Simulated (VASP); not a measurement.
# MgI2 (Cm) in VASP: notebook

MgI2 is run at these levels: PBEsol; tasks: single point.

Program: VASP 6.6.1. These are calculated values, not measurements. Logs are shortened: lines on timing, memory, paths and dates and some standing lists are left out, and cuts for length are marked.

## Step 1: The cell of the first run

It takes space group Cm (No. 8, monoclinic). The conventional cell has a = 7.194 Å, b = 4.154 Å, c = 6.862 Å, α = 90.00°, β = 90.00°, γ = 90.00°. Within 3.4 Å of Mg (site symmetry m) lie 6 I at 2.59 to 3.29 Å. Within 3.9 Å of I (site symmetry m) lie 3 Mg at 2.95 to 3.29 Å. I (site symmetry m) has 3 Mg at 2.59 to 2.97 Å within 3.4 Å.

## Step 2: Single point, PBEsol

File INCAR:

```
ALGO = Normal
EDIFF = 1E-6
ENCUT = 520
GGA = PS
ISIF = 2
ISMEAR = 0
LASPH = T
LCHARG = F
LREAL = F
LWAVE = F
NBANDS = 15
NELM = 60
PREC = Accurate
SIGMA = 0.05
```

File KPOINTS:

```
k-points
0
Gamma
  6 6 4
```

File POSCAR:

```
MgI2
1.0
    4.1537001214      0.0000000000      0.0000000000
   -2.0768500607      3.5972098248      0.0000000000
    0.0000000000      0.0000000000      6.8620000000
Mg I
1 2
Direct
    0.0000000000      0.0000000000      0.0000000000
    0.4146214472      0.7073107236      0.6985245995
    0.7479547805      0.3739773903      0.1832645995
```

Potentials or basis: VASP PAW PBE potentials, release 64 (Mg, I).

Launch:

```sh
> cat potpaw_PBE.64/Mg/POTCAR potpaw_PBE.64/I/POTCAR > POTCAR
> mpirun -np 1 vasp_std > vasp.out
```

OUTCAR:

```text
EDIFF = 1E-6
   ENCUT = 520
   GGA = PS
   ISIF = 2
   ISMEAR = 0
   LASPH = T
   LREAL = F
   NELM = 60
   PREC = Accurate

 ion  position               nearest neighbor table
   1  0.000  0.000  0.000-   3 2.59   3 2.59   2 2.95   3 2.97   2 3.29   2 3.29
   2  0.415  0.707  0.699-   1 2.95   1 3.29   1 3.29
   3  0.748  0.374  0.183-   1 2.59   1 2.59   1 2.97

  LATTYP: Found a hexagonal cell.
 ALAT       =     4.1537001214
 C/A-ratio  =     1.6520210413

  Lattice vectors:

 A1 = (   4.1537001214,   0.0000000000,   0.0000000000)
 A2 = (  -2.0768500607,   3.5972098248,   0.0000000000)
 A3 = (   0.0000000000,   0.0000000000,   6.8620000000)

Analysis of symmetry for initial positions (statically):
=====================================================================
 Subroutine PRICEL returns:
 Original cell was already a primitive cell.

 Routine SETGRP: Setting up the symmetry group for a
 hexagonal supercell.

 Subroutine GETGRP returns: Found  2 space group operations
 (whereof  2 operations were pure point group operations)
 out of a pool of 24 trial point group operations.

The static configuration has the point symmetry C_1h.

Analysis of symmetry for dynamics (positions and initial velocities):
=====================================================================
 Subroutine PRICEL returns:
 Original cell was already a primitive cell.

 Routine SETGRP: Setting up the symmetry group for a
 hexagonal supercell.

 Subroutine GETGRP returns: Found  2 space group operations
 (whereof  2 operations were pure point group operations)
 out of a pool of 24 trial point group operations.

The dynamic configuration has the point symmetry C_1h.

 Subroutine INISYM returns: Found  2 space group operations
 (whereof  2 operations are pure point group operations),
 and found     1 'primitive' translations

----------------------------------------------------------------------------------------

                                     Primitive cell

  volume of cell :     102.5302

  direct lattice vectors                    reciprocal lattice vectors
     4.153700121  0.000000000  0.000000000     0.240749205  0.138996618  0.000000000
    -2.076850061  3.597209825  0.000000000     0.000000000  0.277993236  0.000000000
     0.000000000  0.000000000  6.862000000     0.000000000  0.000000000  0.145730108

  length of vectors
     4.153700121  4.153700121  6.862000000     0.277993236  0.277993236  0.145730108

  position of ions in fractional coordinates (direct lattice)
     0.000000000  0.000000000  0.000000000
     0.414621447  0.707310724  0.698524599
     0.747954781  0.373977390  0.183264599

  ion indices of the primitive-cell ions
   primitive index   ion index
                 1           1
                 2           2
                 3           3

----------------------------------------------------------------------------------------

 KPOINTS: k-points

Automatic generation of k-mesh.
 Grid dimensions read from file:
 generate k-points for:    6    6    4

 Generating k-lattice:

  Cartesian coordinates                     Fractional coordinates (reciprocal lattice)
     0.040124867  0.023166103  0.000000000     0.166666667 -0.000000000  0.000000000
     0.000000000  0.046332206  0.000000000     0.000000000  0.166666667  0.000000000
     0.000000000  0.000000000  0.036432527     0.000000000  0.000000000  0.250000000

  Length of vectors
     0.046332206  0.046332206  0.036432527

  Shift w.r.t. Gamma in fractional coordinates (k-lattice)
     0.000000000  0.000000000  0.000000000

 Subroutine IBZKPT returns following result:
 ===========================================

 Found     47 irreducible k-points:

 Following reciprocal coordinates:
            Coordinates               Weight
  0.000000  0.000000  0.000000      1.000000
  0.166667  0.000000  0.000000      2.000000
  0.000000  0.166667  0.000000      4.000000
  0.333333  0.000000  0.000000      2.000000
  0.000000  0.333333  0.000000      4.000000
  0.500000  0.000000  0.000000      1.000000
[... 16 lines left out ...]
  0.500000  0.000000  0.250000      2.000000
  0.000000  0.500000  0.250000      4.000000
 [... further k-points ...]
   k-points           NKPTS =     47   k-points in BZ     NKDIM =     47   number of bands    NBANDS=     15
   number of dos      NEDOS =    301   number of ions     NIONS =      3
   total plane-waves  NPLWV =  55296
   dimension x,y,z NGX =    32 NGY =   32 NGZ =   54
   dimension x,y,z NGXF=    64 NGYF=   64 NGZF=  108
   ions per type =               1   2
   NGX,Y,Z   is equivalent  to a cutoff of  12.81, 12.81, 13.08 a.u.
   NGXF,Y,Z  is equivalent  to a cutoff of  25.62, 25.62, 26.17 a.u.
 SYSTEM =  unknown system
   PREC   = accura    normal or accurate (medium, high low for compatibility)
   ISTART =      0    job   : 0-new  1-cont  2-samecut
   ICHARG =      2    charge: 1-file 2-atom 10-const
   ISPIN  =      1    spin polarized calculation?
   LNONCOLLINEAR =      F non collinear calculations
   LSORBIT =      F    spin-orbit coupling
   LASPH  =      T    aspherical Exc in radial PAW
   ENCUT  =  520.0 eV  38.22 Ry    6.18 a.u.   7.72  7.72 12.76*2*pi/ulx,y,z
   NELM   =     60;   NELMIN=  2; NELMDL= -5     # of ELM steps
   EDIFF  = 0.1E-05   stopping-criterion for ELM
   LREAL  =      F    real-space projection
   EDIFFG = 0.1E-04   stopping-criterion for IOM
   NSW    =      0    number of steps for IOM
   IBRION =     -1    ionic relax: 0-MD 1-quasi-New 2-CG
   NFREE  =      0    steps in history (QN), initial steepest desc. (CG)
   ISIF   =      2    stress and relaxation
   ISYM   =      2    0-nonsym 1-usesym 2-fastsym
   POTIM  = 0.5000    time-step for ionic-motion
   TEBEG  =    0.0;   TEEND  =   0.0 temperature during run
   PSTRESS=    0.0 pullay stress
   NELECT =      16.0000    total number of electrons
   NUPDOWN=      -1.0000    fix difference up-down
   EMIN   =  10.00;   EMAX   =-10.00  energy-range for DOS
   EFERMI =   0.00;   METHOD = LEGACY
   ISMEAR =     0;   SIGMA  =   0.05  broadening in eV -4-tet -1-fermi 0-gaus
   EFERMI_NEDOS =   21; number of points for ismear=-14 and -15
   IALGO  =     38    algorithm
   IMIX   =      4    mixing-type and parameters
     AMIX     =   0.40;   BMIX     =  1.00
     AMIX_MAG =   1.60;   BMIX_MAG =  1.00
  volume/ion in A,a.u.               =      34.18       230.64
  Fermi-wavevector in a.u.,A,eV,Ry     =   0.881382  1.665571 10.569477  0.776835
  Thomas-Fermi vector in A             =   2.001871
   LORBIT       =      0    0 simple, 1 ext, 2 COOP (PROOUT), +10 PAW based schemes
   GGA     = PS    functional components
   LHFCALC =     F    Hartree Fock is set to
   AEXX    =    0.0000 exact exchange contribution
   IVDW    =     0    specifies the selected vdW correction
   LEPSILON=     F    determine dielectric tensor
   LRPA    =     F    only Hartree local field effects (RPA)
 non-spin polarized calculation
 Gauss-broadening in eV      SIGMA  =   0.05
  energy-cutoff  :      520.00
  volume of cell :      102.53
 maximum number of plane-waves:      2798
   NGX = 15   NGY = 15   NGZ = 25

 number of electron      15.9999999 magnetization

 Free energy of the ion-electron system (eV)
  ---------------------------------------------------
  ext. energy  EPLUGINS =         0.00000000
  ---------------------------------------------------
  free energy    TOTEN  =        -7.83501392 eV

  energy without entropy =       -7.83501392  energy(sigma->0) =       -7.83501392

 E-fermi :   3.3232     XC(G=0):  -8.3666

 val. band max:        3.0365379753   @ k =   0.0000   0.0000   0.0000
 cond. band min:       5.4189640008   @ k =   0.0000   0.0000   0.0000
 fundamental gap:      2.3824260255
 Fermi energy:         3.3232161435

 k-point     1 :       0.0000    0.0000    0.0000
  band No.  band energies     occupation
      1     -10.6135      2.00000
      2      -8.5908      2.00000
      3      -1.4343      2.00000
      4       0.5203      2.00000
      5       1.0120      2.00000
      6       2.2906      2.00000
      7       2.8875      2.00000
      8       3.0365      2.00000
      9       5.4190      0.00000
     10       7.0211      0.00000
     11       8.2163      0.00000
     12       8.5591      0.00000
     13       9.6533      0.00000
     14      10.4079      0.00000
     15      10.9084      0.00000

 k-point     2 :       0.1667    0.0000    0.0000
  band No.  band energies     occupation
      1     -10.4944      2.00000
      2      -8.4999      2.00000
      3      -1.2468      2.00000
      4       0.0538      2.00000
      5       0.3264      2.00000
      6       1.9410      2.00000
      7       2.2318      2.00000
      8       2.8796      2.00000
      9       6.2959      0.00000
     10       7.3423      0.00000
     11       8.1994      0.00000
     12       9.0863      0.00000
     13       9.3647      0.00000
     14      10.3700      0.00000
     15      10.4300      0.00000

 k-point     3 :       0.0000    0.1667    0.0000
  band No.  band energies     occupation
      1     -10.4891      2.00000
      2      -8.5022      2.00000
      3      -1.2564      2.00000
      4      -0.3069      2.00000
      5       0.7096      2.00000
      6       2.0404      2.00000
      7       2.2316      2.00000
      8       2.7963      2.00000
      9       6.3344      0.00000
     10       7.5244      0.00000
     11       8.0379      0.00000
     12       8.9536      0.00000
     13       9.1865      0.00000
     14      10.3122      0.00000
     15      10.6031      0.00000
[... 343 lines left out ...]
 k-point    23 :       0.5000    0.0000    0.2500
  band No.  band energies     occupation
      1     -10.0832      2.00000
      2      -8.2062      2.00000
      3      -2.0232      2.00000
      4      -0.5756      2.00000
      5      -0.1446      2.00000
      6       0.7175      2.00000
      7       1.6705      2.00000
      8       2.3983      2.00000
      9       5.4416      0.00000
     10       6.6899      0.00000
     11       8.6690      0.00000
     12       9.0116      0.00000
     13       9.4580      0.00000
     14      10.9356      0.00000
     15      12.6487      0.00000

 k-point    24 :       0.0000    0.5000    0.2500
  band No.  band energies     occupation
      1     -10.0556      2.00000
      2      -8.2189      2.00000
      3      -2.3446      2.00000
      4      -0.4752      2.00000
      5       0.1546      2.00000
      6       0.7429      2.00000
      7       1.6462      2.00000
      8       2.3401      2.00000
      9       5.4966      0.00000
     10       6.8015      0.00000
     11       8.6007      0.00000
     12       8.9555      0.00000
     13       9.5867      0.00000
     14      10.9113      0.00000
     15      12.5710      0.00000

 [... further k-points ...]

------------------------ aborting loop because EDIFF is reached ----------------------------------------

  FORCE on cell =-STRESS in cart. coord.  units (eV):
  Direction    XX          YY          ZZ          XY          YZ          ZX
  --------------------------------------------------------------------------------------
  -------------------------------------------------------------------------------------
  Total        1.0059135      2.4008098      0.1554822     -1.2080156     -0.4476531     -0.7753577
  in kB       15.7188073     37.5160157      2.4296279    -18.8769362     -6.9952071    -12.1160507
  external PRESSURE =      18.5548170 kB  Pullay stress =       0.0000000 kB

 VOLUME and BASIS-vectors are now :
 -----------------------------------------------------------------------------
  energy-cutoff  :      520.00
  volume of cell :      102.53
      direct lattice vectors                 reciprocal lattice vectors
     4.153700121  0.000000000  0.000000000     0.240749205  0.138996618  0.000000000
    -2.076850061  3.597209825  0.000000000     0.000000000  0.277993236  0.000000000
     0.000000000  0.000000000  6.862000000     0.000000000  0.000000000  0.145730108

 POSITION                                       TOTAL-FORCE (eV/Angst)
 -----------------------------------------------------------------------------------
      0.00000      0.00000      0.00000         0.739506      0.426954     -2.354303
      0.25323      2.54435      4.79328        -0.046901     -0.027078      0.808080
      2.33008      1.34528      1.25756        -0.692605     -0.399876      1.546223
 -----------------------------------------------------------------------------------
    total drift:                                0.000133      0.000076     -0.000477

  FREE ENERGIE OF THE ION-ELECTRON SYSTEM (eV)
  ---------------------------------------------------
  free  energy   TOTEN  =        -7.8350139214 eV

  energy  without entropy=       -7.8350139214  energy(sigma->0) =       -7.83501392
```

Wall time 44 s (1 thread of Intel Xeon Platinum 8488C (Sapphire Rapids), shared host); peak memory 0.26 GiB.

Results:

```yaml
Free_energy: -7.8350 eV
Pressure: 1.9 GPa
Largest_force: 2.504 eV/Å
Band_gap_on_the_k_mesh: 2.38 eV
```

Forces in eV/Å, atoms in the order of the input:
```
Mg   0.740  0.427 -2.354
I   -0.047 -0.027  0.808
I   -0.693 -0.400  1.546
```

Caveat: the cell differs from its parent crystal (all I atoms moved -0.500 Å, as atom 2 towards its neighbour atom 3 (I) at 4.101 Å); the PAW data sets were made with another functional, which shifts forces and pressure a little; spin-orbit coupling is left out, which moves the levels of the heavy elements; this functional lacks dispersion, which binds the layers, so the pressure and a relaxed spacing across them are unreliable. A k mesh can miss the band edges.

(Continued in part 2 of 2.)
